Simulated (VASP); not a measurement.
# BeSi (Pm-3m) in VASP: notebook

Runs on BeSi. Level: PBE. Tasks: single point.

Everything below comes from runs of VASP 6.6.1. Logs are shortened: lines on timing, memory, paths and dates and some standing lists are left out, and cuts for length are marked.

## (1) The cell of the first run

Symmetry: Pm-3m, No. 221, cubic system. Conventional cell: a = 2.905 Å, b = 2.905 Å, c = 2.905 Å, α = 90.00°, β = 90.00°, γ = 90.00°. Be (site symmetry m-3m) has 8 Si at 2.52 Å and 6 Be at 2.91 Å within 3.3 Å. Within 3.3 Å of Si (site symmetry m-3m) lie 8 Be at 2.52 Å and 6 Si at 2.91 Å.

## (2) Single point, PBE (volume scaled by 0.94)

INCAR

```
PREC = Accurate
ENCUT = 520
EDIFF = 1E-6
ISMEAR = -1
SIGMA = 0.05
LREAL = F
LASPH = T
NELM = 100
ALGO = Normal
ISIF = 2
LWAVE = F
LCHARG = F
GGA = PE
NBANDS = 10
```

KPOINTS

```
regular mesh
0
Gamma
  9 9 9
```

POSCAR

```
BeSi
1.0
    2.9052818623      0.0000000000      0.0000000000
    0.0000000000      2.9052818623      0.0000000000
    0.0000000000      0.0000000000      2.9052818623
Be Si
1 1
Direct
    0.5000000000      0.5000000000      0.5000000000
    0.0000000000      0.0000000000      0.0000000000
```

Potentials or basis: VASP PAW PBE potentials, release 64 (Be, Si).

On the command line:

```
cat potpaw_PBE.64/Be/POTCAR potpaw_PBE.64/Si/POTCAR > POTCAR
mpirun -np 1 vasp_std > vasp.out
```

OUTCAR:

```text
PREC = Accurate
   ENCUT = 520
   EDIFF = 1E-6
   ISMEAR = -1
   LREAL = F
   LASPH = T
   NELM = 100
   ISIF = 2
   GGA = PE

 ion  position               nearest neighbor table
   1  0.500  0.500  0.500-   2 2.52   2 2.52   2 2.52   2 2.52   2 2.52   2 2.52   2 2.52   2 2.52

   2  0.000  0.000  0.000-   1 2.52   1 2.52   1 2.52   1 2.52   1 2.52   1 2.52   1 2.52   1 2.52

  LATTYP: Found a simple cubic cell.
 ALAT       =     2.9052818623

  Lattice vectors:

 A1 = (   2.9052818623,   0.0000000000,   0.0000000000)
 A2 = (   0.0000000000,   2.9052818623,   0.0000000000)
 A3 = (   0.0000000000,   0.0000000000,   2.9052818623)

Analysis of symmetry for initial positions (statically):
=====================================================================
 Subroutine PRICEL returns:
 Original cell was already a primitive cell.

 Routine SETGRP: Setting up the symmetry group for a
 simple cubic supercell.

 Subroutine GETGRP returns: Found 48 space group operations
 (whereof 48 operations were pure point group operations)
 out of a pool of 48 trial point group operations.

The static configuration has the point symmetry O_h .

Analysis of symmetry for dynamics (positions and initial velocities):
=====================================================================
 Subroutine PRICEL returns:
 Original cell was already a primitive cell.

 Routine SETGRP: Setting up the symmetry group for a
 simple cubic supercell.

 Subroutine GETGRP returns: Found 48 space group operations
 (whereof 48 operations were pure point group operations)
 out of a pool of 48 trial point group operations.

The dynamic configuration has the point symmetry O_h .

 Subroutine INISYM returns: Found 48 space group operations
 (whereof 48 operations are pure point group operations),
 and found     1 'primitive' translations

----------------------------------------------------------------------------------------

                                     Primitive cell

  volume of cell :      24.5225

  direct lattice vectors                    reciprocal lattice vectors
     2.905281862  0.000000000  0.000000000     0.344200683  0.000000000  0.000000000
     0.000000000  2.905281862  0.000000000     0.000000000  0.344200683  0.000000000
     0.000000000  0.000000000  2.905281862     0.000000000  0.000000000  0.344200683

  length of vectors
     2.905281862  2.905281862  2.905281862     0.344200683  0.344200683  0.344200683

  position of ions in fractional coordinates (direct lattice)
     0.500000000  0.500000000  0.500000000
     0.000000000  0.000000000  0.000000000

  ion indices of the primitive-cell ions
   primitive index   ion index
                 1           1
                 2           2

----------------------------------------------------------------------------------------

 KPOINTS: regular mesh

Automatic generation of k-mesh.
 Grid dimensions read from file:
 generate k-points for:    9    9    9

 Generating k-lattice:

  Cartesian coordinates                     Fractional coordinates (reciprocal lattice)
     0.038244520  0.000000000  0.000000000     0.111111111  0.000000000  0.000000000
     0.000000000  0.038244520  0.000000000     0.000000000  0.111111111  0.000000000
     0.000000000  0.000000000  0.038244520     0.000000000  0.000000000  0.111111111

  Length of vectors
     0.038244520  0.038244520  0.038244520

  Shift w.r.t. Gamma in fractional coordinates (k-lattice)
     0.000000000  0.000000000  0.000000000

 Subroutine IBZKPT returns following result:
 ===========================================

 Found     35 irreducible k-points:

 Following reciprocal coordinates:
            Coordinates               Weight
  0.000000  0.000000  0.000000      1.000000
  0.111111  0.000000  0.000000      6.000000
  0.222222  0.000000  0.000000      6.000000
  0.333333  0.000000  0.000000      6.000000
  0.444444  0.000000  0.000000      6.000000
  0.111111  0.111111  0.000000     12.000000
[... 16 lines left out ...]
  0.333333  0.333333  0.111111     24.000000
  0.444444  0.333333  0.111111     48.000000
 [... further k-points ...]
   k-points           NKPTS =     35   k-points in BZ     NKDIM =     35   number of bands    NBANDS=     10
   number of dos      NEDOS =    301   number of ions     NIONS =      2
   total plane-waves  NPLWV =  13824
   dimension x,y,z NGX =    24 NGY =   24 NGZ =   24
   dimension x,y,z NGXF=    48 NGYF=   48 NGZF=   48
   ions per type =               1   1
   NGX,Y,Z   is equivalent  to a cutoff of  13.73, 13.73, 13.73 a.u.
   NGXF,Y,Z  is equivalent  to a cutoff of  27.47, 27.47, 27.47 a.u.
 SYSTEM =  unknown system
   PREC   = accura    normal or accurate (medium, high low for compatibility)
   ISTART =      0    job   : 0-new  1-cont  2-samecut
   ICHARG =      2    charge: 1-file 2-atom 10-const
   ISPIN  =      1    spin polarized calculation?
   LNONCOLLINEAR =      F non collinear calculations
   LSORBIT =      F    spin-orbit coupling
   LASPH  =      T    aspherical Exc in radial PAW
   ENCUT  =  520.0 eV  38.22 Ry    6.18 a.u.   5.40  5.40  5.40*2*pi/ulx,y,z
   NELM   =    100;   NELMIN=  2; NELMDL= -5     # of ELM steps
   EDIFF  = 0.1E-05   stopping-criterion for ELM
   LREAL  =      F    real-space projection
   EDIFFG = 0.1E-04   stopping-criterion for IOM
   NSW    =      0    number of steps for IOM
   IBRION =     -1    ionic relax: 0-MD 1-quasi-New 2-CG
   NFREE  =      0    steps in history (QN), initial steepest desc. (CG)
   ISIF   =      2    stress and relaxation
   ISYM   =      2    0-nonsym 1-usesym 2-fastsym
   POTIM  = 0.5000    time-step for ionic-motion
   TEBEG  =    0.0;   TEEND  =   0.0 temperature during run
   PSTRESS=    0.0 pullay stress
   NELECT =       6.0000    total number of electrons
   NUPDOWN=      -1.0000    fix difference up-down
   EMIN   =  10.00;   EMAX   =-10.00  energy-range for DOS
   EFERMI =   0.00;   METHOD = LEGACY
   ISMEAR =    -1;   SIGMA  =   0.05  broadening in eV -4-tet -1-fermi 0-gaus
   EFERMI_NEDOS =   21; number of points for ismear=-14 and -15
   IALGO  =     38    algorithm
   IMIX   =      4    mixing-type and parameters
     AMIX     =   0.40;   BMIX     =  1.00
     AMIX_MAG =   1.60;   BMIX_MAG =  1.00
  volume/ion in A,a.u.               =      12.26        82.74
  Fermi-wavevector in a.u.,A,eV,Ry     =   1.023930  1.934947 14.264795  1.048433
  Thomas-Fermi vector in A             =   2.157690
   LORBIT       =      0    0 simple, 1 ext, 2 COOP (PROOUT), +10 PAW based schemes
   GGA     = PE    functional components
   LHFCALC =     F    Hartree Fock is set to
   AEXX    =    0.0000 exact exchange contribution
   IVDW    =     0    specifies the selected vdW correction
   LEPSILON=     F    determine dielectric tensor
   LRPA    =     F    only Hartree local field effects (RPA)
 non-spin polarized calculation
  energy-cutoff  :      520.00
  volume of cell :       24.52
 maximum number of plane-waves:       691
 NGX is ok and might be reduce to    24
   NGX = 11   NGY = 11   NGZ = 11

 number of electron       5.9999999 magnetization

 Free energy of the ion-electron system (eV)
  ---------------------------------------------------
  ext. energy  EPLUGINS =         0.00000000
  ---------------------------------------------------
  free energy    TOTEN  =        -8.05743131 eV

  energy without entropy =       -8.04337703  energy(sigma->0) =       -8.05040417

 E-fermi :   8.2539     XC(G=0): -10.6496

 val. band max:        8.2520359427   @ k =   0.1111   0.1111   0.0000
 cond. band min:       8.2665410537   @ k =   0.4444   0.3333   0.1111
 fundamental gap:      0.0145051111
 Fermi energy:         8.2539187653

 k-point     1 :       0.0000    0.0000    0.0000
  band No.  band energies     occupation
      1      -4.7928      2.00000
      2       9.5789      0.00000
      3       9.5789      0.00000
      4       9.5789      0.00000
      5      12.8061      0.00000
      6      12.8061      0.00000
      7      15.4037      0.00000
      8      22.0181      0.00000
      9      22.0181      0.00000
     10      22.0181      0.00000

 k-point     2 :       0.1111    0.0000    0.0000
  band No.  band energies     occupation
      1      -4.5992      2.00000
      2       7.6897      1.99997
      3       9.7745      0.00000
      4       9.7745      0.00000
      5      13.0049      0.00000
      6      14.3141      0.00000
      7      16.1869      0.00000
      8      20.8676      0.00000
      9      20.8676      0.00000
     10      21.5858      0.00000

 k-point     3 :       0.2222    0.0000    0.0000
  band No.  band energies     occupation
      1      -4.0247      2.00000
      2       5.0307      2.00000
      3      10.3601      0.00000
      4      10.3601      0.00000
      5      13.5889      0.00000
      6      15.1106      0.00000
      7      18.6735      0.00000
      8      18.6735      0.00000
      9      19.0166      0.00000
     10      20.8482      0.00000

 k-point     4 :       0.3333    0.0000    0.0000
  band No.  band energies     occupation
      1      -3.1004      2.00000
      2       2.6378      2.00000
      3      11.3316      0.00000
      4      11.3316      0.00000
      5      14.4968      0.00000
      6      15.6095      0.00000
      7      16.4192      0.00000
      8      16.4192      0.00000
      9      19.2840      0.00000
     10      21.4813      0.00000

 k-point     5 :       0.4444    0.0000    0.0000
  band No.  band energies     occupation
      1      -2.0063      2.00000
      2       0.7978      2.00000
      3      12.6804      0.00000
      4      12.6804      0.00000
      5      14.3899      0.00000
      6      14.3899      0.00000
      7      15.4474      0.00000
      8      16.0201      0.00000
      9      18.6157      0.00000
     10      19.6731      0.00000

 k-point     6 :       0.1111    0.1111    0.0000
  band No.  band energies     occupation
      1      -4.4052      2.00000
      2       7.5642      2.00000
      3       8.2520      1.01883
      4       9.9698      0.00000
      5      13.8372      0.00000
      6      15.5917      0.00000
      7      16.4638      0.00000
      8      19.4990      0.00000
      9      20.3647      0.00000
     10      21.6019      0.00000
[... 183 lines left out ...]
 k-point    21 :       0.3333    0.2222    0.1111
  band No.  band energies     occupation
      1      -2.1144      2.00000
      2       3.4831      2.00000
      3       7.0377      2.00000
      4      10.3193      0.00000
      5      12.3639      0.00000
      6      15.2663      0.00000
      7      17.8435      0.00000
      8      18.2846      0.00000
      9      20.5714      0.00000
     10      23.4745      0.00000

 k-point    22 :       0.4444    0.2222    0.1111
  band No.  band energies     occupation
      1      -0.9778      2.00000
      2       1.6408      2.00000
      3       8.1841      1.60352
      4      10.3864      0.00000
      5      11.5989      0.00000
      6      13.4901      0.00000
      7      18.4047      0.00000
      8      18.7955      0.00000
      9      20.8387      0.00000
     10      23.0693      0.00000

 k-point    23 :       0.3333    0.3333    0.1111
  band No.  band energies     occupation
      1      -1.1568      2.00000
      2       3.8455      2.00000
      3       5.1522      2.00000
      4       9.9826      0.00000
      5      11.3326      0.00000
      6      15.7820      0.00000
      7      16.5926      0.00000
      8      18.2241      0.00000
      9      21.5874      0.00000
     10      23.2648      0.00000

 k-point    24 :       0.4444    0.3333    0.1111
  band No.  band energies     occupation
      1       0.0321      2.00000
      2       2.4162      2.00000
      3       5.6988      2.00000
      4       8.2665      0.87444
      5      12.4747      0.00000
      6      14.3479      0.00000
      7      17.2559      0.00000
      8      18.1104      0.00000
      9      21.1204      0.00000
     10      22.9949      0.00000

 [... further k-points ...]
[... 5 lines left out ...]
  --------------------------------------------------------------------------------------
  -------------------------------------------------------------------------------------
  Total       -0.7810689     -0.7810689     -0.7810689      0.0000000      0.0000000      0.0000000
  in kB      -51.0311239    -51.0311239    -51.0311239      0.0000000      0.0000000      0.0000000
  external PRESSURE =     -51.0311239 kB  Pullay stress =       0.0000000 kB

 VOLUME and BASIS-vectors are now :
 -----------------------------------------------------------------------------
  energy-cutoff  :      520.00
  volume of cell :       24.52
      direct lattice vectors                 reciprocal lattice vectors
     2.905281862  0.000000000  0.000000000     0.344200683  0.000000000  0.000000000
     0.000000000  2.905281862  0.000000000     0.000000000  0.344200683  0.000000000
     0.000000000  0.000000000  2.905281862     0.000000000  0.000000000  0.344200683

 POSITION                                       TOTAL-FORCE (eV/Angst)
 -----------------------------------------------------------------------------------
      1.45264      1.45264      1.45264         0.000000      0.000000      0.000000
      0.00000      0.00000      0.00000         0.000000      0.000000      0.000000
 -----------------------------------------------------------------------------------
    total drift:                                0.000000      0.000000      0.000000

  FREE ENERGIE OF THE ION-ELECTRON SYSTEM (eV)
  ---------------------------------------------------
  free  energy   TOTEN  =        -8.0574313067 eV

  energy  without entropy=       -8.0433770349  energy(sigma->0) =       -8.05040417
```

It took 2.5 s on 1 thread of Intel Xeon 6975P-C (Granite Rapids), shared host; peak memory 0.13 GiB.

What came out:

```yaml
Free_energy: -8.0574 eV
Pressure: -5.1 GPa
Band_gap_on_the_k_mesh: zero (band 3 reaches 12.68 eV, above the bottom of band 4 at 6.61 eV)
```

## (3) Single point, PBE (volume scaled by 0.96)

INCAR

```
ALGO = Normal
EDIFF = 1E-6
ENCUT = 520
GGA = PE
ISIF = 2
ISMEAR = -1
LASPH = T
LCHARG = F
LREAL = F
LWAVE = F
NBANDS = 10
NELM = 100
PREC = Accurate
SIGMA = 0.05
```

KPOINTS

```
k-points
0
Gamma
  9 9 9
```

POSCAR

```
BeSi
1.0
    2.9257422678      0.0000000000      0.0000000000
    0.0000000000      2.9257422678      0.0000000000
    0.0000000000      0.0000000000      2.9257422678
Be Si
1 1
Direct
    0.5000000000      0.5000000000      0.5000000000
    0.0000000000      0.0000000000      0.0000000000
```

Potentials or basis: VASP PAW PBE potentials, release 64 (Be, Si).

On the command line:

```
cat potpaw_PBE.64/Be/POTCAR potpaw_PBE.64/Si/POTCAR > POTCAR
mpirun -np 1 vasp_std > vasp.out
```

Run time: 2.5 s. Hardware: 1 thread of Intel Xeon 6975P-C (Granite Rapids), shared host; peak memory 0.13 GiB.

It converged, with:

```
Free energy            : -8.0387 eV
Pressure               : -6.4 GPa
Band gap on the k mesh : zero (band 3 reaches 12.39 eV, above the bottom of band 4 at 6.41 eV)
```

Levels at points of the mesh, in eV from the Fermi level:
```tsv
k point	band 1	band 2	band 3	band 4	band 5	band 6	band 7
(0.00, 0.00, 0.00)	-12.88	1.31	1.31	1.31	4.58	4.58	6.88
```
